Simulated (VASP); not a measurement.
# BN (ke600) (F-43m) in VASP: notebook

The runs below take BN (ke600) through single point, with LDA.

Program: VASP 6.6.1. These are calculated values, not measurements. Logs are shortened: lines on timing, memory, paths and dates and some standing lists are left out, and cuts for length are marked.

## 1. The cell of the first run

The structure is cubic, space group F-43m (No. 216). The conventional cell has a = 3.579 Å, b = 3.579 Å, c = 3.579 Å, α = 90.00°, β = 90.00°, γ = 90.00°. B (site symmetry -43m) has 4 N at 1.55 Å within 2.1 Å. Within 2.1 Å of N (site symmetry -43m) lie 4 B at 1.55 Å.

## 2. Single point, LDA

File INCAR:

```
  ALGO = Normal
  EDIFF = 1E-7
  ENCUT = 520
  ISIF = 2
  ISMEAR = 0
  LASPH = True
  LCHARG = False
  LREAL = False
  LWAVE = False
  NBANDS = 11
  NELM = 80
  PREC = Accurate
  SIGMA = 0.1
```

File KPOINTS:

```
k-points
0
Gamma
  10 10 10
```

File POSCAR:

```
BN
1.0
    0.0000000000      1.7894738744      1.7894738744
    1.7894738744      0.0000000000      1.7894738744
    1.7894738744      1.7894738744      0.0000000000
B N
1 1
Direct
    0.0000000000      0.0000000000      0.0000000000
    0.2500000000      0.2500000000      0.2500000000
```

Potentials or basis: VASP PAW LDA potentials, release 64 (B, N).

The run is started by

```bash
$ cat potpaw_LDA.64/B/POTCAR potpaw_LDA.64/N/POTCAR > POTCAR
$ mpirun -np 1 vasp_std > vasp.out
```

OUTCAR:

```text
EDIFF = 1E-7
   ENCUT = 520
   ISIF = 2
   ISMEAR = 0
   LASPH = True
   LREAL = False
   NELM = 80
   PREC = Accurate

 ion  position               nearest neighbor table
   1  0.000  0.000  0.000-   2 1.55   2 1.55   2 1.55   2 1.55
   2  0.250  0.250  0.250-   1 1.55   1 1.55   1 1.55   1 1.55

  LATTYP: Found a face centered cubic cell.
 ALAT       =     3.5789477488

  Lattice vectors:

 A1 = (   0.0000000000,   1.7894738744,   1.7894738744)
 A2 = (   1.7894738744,   0.0000000000,   1.7894738744)
 A3 = (   1.7894738744,   1.7894738744,   0.0000000000)

Analysis of symmetry for initial positions (statically):
=====================================================================
 Subroutine PRICEL returns:
 Original cell was already a primitive cell.

 Routine SETGRP: Setting up the symmetry group for a
 face centered cubic supercell.

 Subroutine GETGRP returns: Found 24 space group operations
 (whereof 24 operations were pure point group operations)
 out of a pool of 48 trial point group operations.

The static configuration has the point symmetry T_d .

Analysis of symmetry for dynamics (positions and initial velocities):
=====================================================================
 Subroutine PRICEL returns:
 Original cell was already a primitive cell.

 Routine SETGRP: Setting up the symmetry group for a
 face centered cubic supercell.

 Subroutine GETGRP returns: Found 24 space group operations
 (whereof 24 operations were pure point group operations)
 out of a pool of 48 trial point group operations.

The dynamic configuration has the point symmetry T_d .

 Subroutine INISYM returns: Found 24 space group operations
 (whereof 24 operations are pure point group operations),
 and found     1 'primitive' translations

----------------------------------------------------------------------------------------

                                     Primitive cell

  volume of cell :      11.4606

  direct lattice vectors                    reciprocal lattice vectors
     0.000000000  1.789473874  1.789473874    -0.279411735  0.279411735  0.279411735
     1.789473874  0.000000000  1.789473874     0.279411735 -0.279411735  0.279411735
     1.789473874  1.789473874  0.000000000     0.279411735  0.279411735 -0.279411735

  length of vectors
     2.530698223  2.530698223  2.530698223     0.483955321  0.483955321  0.483955321

  position of ions in fractional coordinates (direct lattice)
     0.000000000  0.000000000  0.000000000
     0.250000000  0.250000000  0.250000000

  ion indices of the primitive-cell ions
   primitive index   ion index
                 1           1
                 2           2

----------------------------------------------------------------------------------------

 KPOINTS: k-points

Automatic generation of k-mesh.
 Grid dimensions read from file:
 generate k-points for:   10   10   10

 Generating k-lattice:

  Cartesian coordinates                     Fractional coordinates (reciprocal lattice)
    -0.027941174  0.027941174  0.027941174     0.100000000  0.000000000  0.000000000
     0.027941174 -0.027941174  0.027941174     0.000000000  0.100000000  0.000000000
     0.027941174  0.027941174 -0.027941174     0.000000000  0.000000000  0.100000000

  Length of vectors
     0.048395532  0.048395532  0.048395532

  Shift w.r.t. Gamma in fractional coordinates (k-lattice)
     0.000000000  0.000000000  0.000000000

 Subroutine IBZKPT returns following result:
 ===========================================

 Found     47 irreducible k-points:

 Following reciprocal coordinates:
            Coordinates               Weight
  0.000000  0.000000  0.000000      1.000000
  0.100000  0.000000  0.000000      8.000000
  0.200000  0.000000  0.000000      8.000000
  0.300000  0.000000  0.000000      8.000000
  0.400000  0.000000  0.000000      8.000000
  0.500000  0.000000  0.000000      4.000000
[... 16 lines left out ...]
  0.300000  0.300000  0.000000      6.000000
  0.400000  0.300000  0.000000     24.000000
 [... further k-points ...]
   k-points           NKPTS =     47   k-points in BZ     NKDIM =     47   number of bands    NBANDS=     11
   number of dos      NEDOS =    301   number of ions     NIONS =      2
   total plane-waves  NPLWV =   8000
   dimension x,y,z NGX =    20 NGY =   20 NGZ =   20
   dimension x,y,z NGXF=    40 NGYF=   40 NGZF=   40
   ions per type =               1   1
   NGX,Y,Z   is equivalent  to a cutoff of  13.14, 13.14, 13.14 a.u.
   NGXF,Y,Z  is equivalent  to a cutoff of  26.28, 26.28, 26.28 a.u.
 SYSTEM =  unknown system
   PREC   = accura    normal or accurate (medium, high low for compatibility)
   ISTART =      0    job   : 0-new  1-cont  2-samecut
   ICHARG =      2    charge: 1-file 2-atom 10-const
   ISPIN  =      1    spin polarized calculation?
   LNONCOLLINEAR =      F non collinear calculations
   LSORBIT =      F    spin-orbit coupling
   LASPH  =      T    aspherical Exc in radial PAW
   ENCUT  =  520.0 eV  38.22 Ry    6.18 a.u.   4.71  4.71  4.71*2*pi/ulx,y,z
   NELM   =     80;   NELMIN=  2; NELMDL= -5     # of ELM steps
   EDIFF  = 0.1E-06   stopping-criterion for ELM
   LREAL  =      F    real-space projection
   EDIFFG = 0.1E-05   stopping-criterion for IOM
   NSW    =      0    number of steps for IOM
   IBRION =     -1    ionic relax: 0-MD 1-quasi-New 2-CG
   NFREE  =      0    steps in history (QN), initial steepest desc. (CG)
   ISIF   =      2    stress and relaxation
   ISYM   =      2    0-nonsym 1-usesym 2-fastsym
   POTIM  = 0.5000    time-step for ionic-motion
   TEBEG  =    0.0;   TEEND  =   0.0 temperature during run
   PSTRESS=    0.0 pullay stress
   NELECT =       8.0000    total number of electrons
   NUPDOWN=      -1.0000    fix difference up-down
   EMIN   =  10.00;   EMAX   =-10.00  energy-range for DOS
   EFERMI =   0.00;   METHOD = LEGACY
   ISMEAR =     0;   SIGMA  =   0.10  broadening in eV -4-tet -1-fermi 0-gaus
   EFERMI_NEDOS =   21; number of points for ismear=-14 and -15
   IALGO  =     38    algorithm
   IMIX   =      4    mixing-type and parameters
     AMIX     =   0.40;   BMIX     =  1.00
     AMIX_MAG =   1.60;   BMIX_MAG =  1.00
  volume/ion in A,a.u.               =       5.73        38.67
  Fermi-wavevector in a.u.,A,eV,Ry     =   1.452232  2.744321 28.694402  2.108979
  Thomas-Fermi vector in A             =   2.569638
   LORBIT       =      0    0 simple, 1 ext, 2 COOP (PROOUT), +10 PAW based schemes
   GGA     = CA    functional components
   LHFCALC =     F    Hartree Fock is set to
   AEXX    =    0.0000 exact exchange contribution
   IVDW    =     0    specifies the selected vdW correction
   LEPSILON=     F    determine dielectric tensor
   LRPA    =     F    only Hartree local field effects (RPA)
 non-spin polarized calculation
 Gauss-broadening in eV      SIGMA  =   0.10
  energy-cutoff  :      520.00
  volume of cell :       11.46
 maximum number of plane-waves:       331
   NGX =  9   NGY =  9   NGZ =  9

 number of electron       7.9999999 magnetization

 Free energy of the ion-electron system (eV)
  ---------------------------------------------------
  ext. energy  EPLUGINS =         0.00000000
  ---------------------------------------------------
  free energy    TOTEN  =       -19.41365923 eV

  energy without entropy =      -19.41365923  energy(sigma->0) =      -19.41365923

 E-fermi :   8.1704     XC(G=0): -13.2499

 val. band max:        7.7700817718   @ k =   0.0000   0.0000   0.0000
 cond. band min:      12.1484317683   @ k =   0.5000   0.5000   0.0000
 fundamental gap:      4.3783499965
 Fermi energy:         8.1703676523

 k-point     1 :       0.0000    0.0000    0.0000
  band No.  band energies     occupation
      1     -12.6443      2.00000
      2       7.7701      2.00000
      3       7.7701      2.00000
      4       7.7701      2.00000
      5      16.5947      0.00000
      6      16.5947      0.00000
      7      16.5947      0.00000
      8      18.7021      0.00000
      9      32.8312      0.00000
     10      35.9299      0.00000
     11      35.9299      0.00000

 k-point     2 :       0.1000    0.0000    0.0000
  band No.  band energies     occupation
      1     -12.3944      2.00000
      2       6.4833      2.00000
      3       7.5054      2.00000
      4       7.5054      2.00000
      5      16.9536      0.00000
      6      16.9922      0.00000
      7      16.9922      0.00000
      8      19.4234      0.00000
      9      32.3745      0.00000
     10      33.1343      0.00000
     11      33.1343      0.00000

 k-point     3 :       0.2000    0.0000    0.0000
  band No.  band energies     occupation
      1     -11.6576      2.00000
      2       3.7209      2.00000
      3       6.9133      2.00000
      4       6.9133      2.00000
      5      17.4725      0.00000
      6      17.8086      0.00000
      7      17.8086      0.00000
      8      20.9526      0.00000
      9      31.5365      0.00000
     10      31.6227      0.00000
     11      31.6227      0.00000

 k-point     4 :       0.3000    0.0000    0.0000
  band No.  band energies     occupation
      1     -10.4863      2.00000
      2       0.6955      2.00000
      3       6.3170      2.00000
      4       6.3170      2.00000
      5      17.9345      0.00000
      6      18.3785      0.00000
      7      18.3785      0.00000
      8      22.2031      0.00000
      9      31.0911      0.00000
     10      31.8891      0.00000
     11      31.8891      0.00000
[... 239 lines left out ...]
 k-point    22 :      -0.2000    0.2000    0.0000
  band No.  band energies     occupation
      1     -10.0994      2.00000
      2       1.5143      2.00000
      3       3.3756      2.00000
      4       6.4287      2.00000
      5      18.4467      0.00000
      6      18.8017      0.00000
      7      19.4266      0.00000
      8      21.8546      0.00000
      9      29.1763      0.00000
     10      30.1356      0.00000
     11      34.9551      0.00000

 k-point    23 :       0.3000    0.3000    0.0000
  band No.  band energies     occupation
      1      -9.7850      2.00000
      2       2.5577      2.00000
      3       3.9712      2.00000
      4       3.9712      2.00000
      5      13.8986      0.00000
      6      18.6757      0.00000
      7      22.6669      0.00000
      8      22.6669      0.00000
      9      26.7732      0.00000
     10      35.5090      0.00000
     11      40.1140      0.00000

 k-point    24 :       0.4000    0.3000    0.0000
  band No.  band energies     occupation
      1      -8.7340      2.00000
      2       0.9372      2.00000
      3       3.1112      2.00000
      4       3.5501      2.00000
      5      13.8458      0.00000
      6      18.5003      0.00000
      7      23.4869      0.00000
      8      23.5281      0.00000
      9      27.6972      0.00000
     10      35.1999      0.00000
     11      39.9305      0.00000

 [... further k-points ...]

------------------------ aborting loop because EDIFF is reached ----------------------------------------

  FORCE on cell =-STRESS in cart. coord.  units (eV):
  Direction    XX          YY          ZZ          XY          YZ          ZX
  --------------------------------------------------------------------------------------
  -------------------------------------------------------------------------------------
  Total        0.1099144      0.1099144      0.1099144     -0.0000000      0.0000000     -0.0000000
  in kB       15.3659349     15.3659349     15.3659349     -0.0000000      0.0000000     -0.0000000
  external PRESSURE =      15.3659349 kB  Pullay stress =       0.0000000 kB

 VOLUME and BASIS-vectors are now :
 -----------------------------------------------------------------------------
  energy-cutoff  :      520.00
  volume of cell :       11.46
      direct lattice vectors                 reciprocal lattice vectors
     0.000000000  1.789473874  1.789473874    -0.279411735  0.279411735  0.279411735
     1.789473874  0.000000000  1.789473874     0.279411735 -0.279411735  0.279411735
     1.789473874  1.789473874  0.000000000     0.279411735  0.279411735 -0.279411735

 POSITION                                       TOTAL-FORCE (eV/Angst)
 -----------------------------------------------------------------------------------
      0.00000      0.00000      0.00000        -0.000000     -0.000000     -0.000000
      0.89474      0.89474      0.89474         0.000000      0.000000      0.000000
 -----------------------------------------------------------------------------------
    total drift:                               -0.000000     -0.000000     -0.000000

  FREE ENERGIE OF THE ION-ELECTRON SYSTEM (eV)
  ---------------------------------------------------
  free  energy   TOTEN  =       -19.4136592344 eV

  energy  without entropy=      -19.4136592344  energy(sigma->0) =      -19.41365923
```

It took 4 s on 1 thread of Intel Xeon Platinum 8488C (Sapphire Rapids), shared host; peak memory 0.11 GiB.

What came out:

| Property | Result |
| --- | --- |
| Free energy | -19.4137 eV |
| Pressure | 1.5 GPa |
| Band gap on the k mesh | 4.38 eV, indirect (least direct gap 8.82 eV) |

Levels at points of the mesh, in eV from the valence-band top:
```csv
k point,band 2,band 3,band 4,band 5,band 6,band 7
"(0.00, 0.00, 0.00)",0.00,0.00,0.00,8.82,8.82,8.82
"(0.50, 0.00, 0.00)",-10.99,-2.01,-2.01,10.61,10.73,10.73
"(0.50, 0.50, 0.00)",-9.08,-5.08,-5.08,4.38,9.31,18.16
```

## 3. Single point, LDA

File INCAR:

```
PREC = Accurate ; ENCUT = 520
EDIFF = 1E-6 ; ISMEAR = 0
SIGMA = 0.02 ; LREAL = False
LASPH = True ; NELM = 60
ALGO = Normal ; ISIF = 2
LWAVE = False ; LCHARG = True
GGA = CA ; LELF = True
LVHAR = True ; NBANDS = 11
```

File KPOINTS:

```
regular mesh
0
Gamma
  12 12 12
```

File POSCAR:

```
BN
1.0
    0.0000000000      1.7899933365      1.7899933365
    1.7899933365      0.0000000000      1.7899933365
    1.7899933365      1.7899933365      0.0000000000
B N
1 1
Direct
    0.0000000000      0.0000000000      0.0000000000
    0.2500000000      0.2500000000      0.2500000000
```

Potentials or basis: VASP PAW LDA potentials, release 64 (B, N).

The run is started by

```bash
$ cat potpaw_LDA.64/B/POTCAR potpaw_LDA.64/N/POTCAR > POTCAR
$ mpirun -np 1 vasp_std > vasp.out
```

OUTCAR:

```text
PREC = Accurate
   ENCUT = 520
   EDIFF = 1E-6
   ISMEAR = 0
   LREAL = False
   LASPH = True
   NELM = 60
   ISIF = 2
   GGA = CA

 ion  position               nearest neighbor table
   1  0.000  0.000  0.000-   2 1.55   2 1.55   2 1.55   2 1.55
   2  0.250  0.250  0.250-   1 1.55   1 1.55   1 1.55   1 1.55

  LATTYP: Found a face centered cubic cell.
 ALAT       =     3.5799866730

  Lattice vectors:

 A1 = (   0.0000000000,   1.7899933365,   1.7899933365)
 A2 = (   1.7899933365,   0.0000000000,   1.7899933365)
 A3 = (   1.7899933365,   1.7899933365,   0.0000000000)

Analysis of symmetry for initial positions (statically):
=====================================================================
 Subroutine PRICEL returns:
 Original cell was already a primitive cell.

 Routine SETGRP: Setting up the symmetry group for a
 face centered cubic supercell.

 Subroutine GETGRP returns: Found 24 space group operations
 (whereof 24 operations were pure point group operations)
 out of a pool of 48 trial point group operations.

The static configuration has the point symmetry T_d .
[... 170 lines left out ...]
      1     -12.6456      2.00000
      2       7.7585      2.00000
      3       7.7585      2.00000
      4       7.7585      2.00000
      5      16.5795      0.00000
      6      16.5795      0.00000
      7      16.5795      0.00000
      8      18.6762      0.00000
      9      32.8032      0.00000
     10      35.9079      0.00000
     11      35.9079      0.00000
[... 309 lines left out ...]
 k-point    24 :      -0.4167    0.1667    0.0000
  band No.  band energies     occupation
      1      -7.8475      2.00000
      2      -2.5108      2.00000
      3       3.5447      2.00000
      4       5.1026      2.00000
      5      17.0897      0.00000
      6      20.0747      0.00000
      7      20.3078      0.00000
      8      23.6595      0.00000
      9      28.8620      0.00000
     10      33.3012      0.00000
     11      34.7428      0.00000

 [... further k-points ...]

------------------------ aborting loop because EDIFF is reached ----------------------------------------

  FORCE on cell =-STRESS in cart. coord.  units (eV):
  Direction    XX          YY          ZZ          XY          YZ          ZX
  --------------------------------------------------------------------------------------
  -------------------------------------------------------------------------------------
  Total        0.0866664      0.0866664      0.0866664      0.0000000     -0.0000000      0.0000000
  in kB       12.1053453     12.1053453     12.1053453      0.0000000     -0.0000000      0.0000000
  external PRESSURE =      12.1053453 kB  Pullay stress =       0.0000000 kB

 VOLUME and BASIS-vectors are now :
 -----------------------------------------------------------------------------
  energy-cutoff  :      520.00
  volume of cell :       11.47
      direct lattice vectors                 reciprocal lattice vectors
     0.000000000  1.789993337  1.789993337    -0.279330649  0.279330649  0.279330649
     1.789993337  0.000000000  1.789993337     0.279330649 -0.279330649  0.279330649
     1.789993337  1.789993337  0.000000000     0.279330649  0.279330649 -0.279330649

 POSITION                                       TOTAL-FORCE (eV/Angst)
 -----------------------------------------------------------------------------------
      0.00000      0.00000      0.00000        -0.000000     -0.000000     -0.000000
      0.89500      0.89500      0.89500         0.000000      0.000000      0.000000
 -----------------------------------------------------------------------------------
    total drift:                               -0.000000     -0.000000     -0.000000

  FREE ENERGIE OF THE ION-ELECTRON SYSTEM (eV)
  ---------------------------------------------------
  free  energy   TOTEN  =       -19.4137795983 eV

  energy  without entropy=      -19.4137795983  energy(sigma->0) =      -19.41377960
```

OSZICAR:

```text
N       E                     dE             d eps       ncg     rms          rms(c)
DAV:   1     0.759903651499E+01    0.75990E+01   -0.50953E+03  1632   0.726E+02
DAV:   2    -0.201530091952E+02   -0.27752E+02   -0.26794E+02  1860   0.153E+02
DAV:   3    -0.205985992074E+02   -0.44559E+00   -0.44445E+00  1881   0.161E+01
DAV:   4    -0.205990638476E+02   -0.46464E-03   -0.46464E-03  1695   0.627E-01
DAV:   5    -0.205990642329E+02   -0.38535E-06   -0.38535E-06  1863   0.179E-02    0.666E+00
DAV:   6    -0.195655997065E+02    0.10335E+01   -0.32232E+00  1587   0.103E+01    0.317E+00
DAV:   7    -0.194464243638E+02    0.11918E+00   -0.93609E-02  1806   0.247E+00    0.181E+00
DAV:   8    -0.194139483184E+02    0.32476E-01   -0.46101E-02  1758   0.147E+00    0.188E-01
DAV:   9    -0.194137951814E+02    0.15314E-03   -0.89977E-04  1734   0.264E-01    0.844E-02
DAV:  10    -0.194137791342E+02    0.16047E-04   -0.43907E-05  1779   0.616E-02    0.147E-02
DAV:  11    -0.194137795983E+02   -0.46410E-06   -0.10910E-06  1122   0.750E-03
   1 F= -.19413780E+02 E0= -.19413780E+02  d E =-.234883E-16
```

It took 6.4 s on 1 thread of Intel Xeon Platinum 8488C (Sapphire Rapids), shared host; peak memory 0.11 GiB.

What came out:

```yaml
Free_energy: -19.4138 eV
Pressure: 1.2 GPa
Band_gap_on_the_k_mesh: 4.38 eV, indirect (least direct gap 8.82 eV)
```

Levels at points of the mesh, in eV from the valence-band top:
| k point | band 1 | band 2 | band 3 | band 4 | band 5 | band 6 | band 7 | band 8 |
| --- | --- | --- | --- | --- | --- | --- | --- | --- |
| (0.00, 0.00, 0.00) | -20.40 | 0.00 | 0.00 | 0.00 | 8.82 | 8.82 | 8.82 | 10.92 |
| (0.50, 0.00, 0.00) | -15.98 | -10.98 | -2.00 | -2.00 | 10.59 | 10.72 | 10.72 | 15.31 |
| (0.50, 0.50, 0.00) | -14.56 | -9.08 | -5.07 | -5.07 | 4.38 | 9.31 | 18.15 | 18.15 |
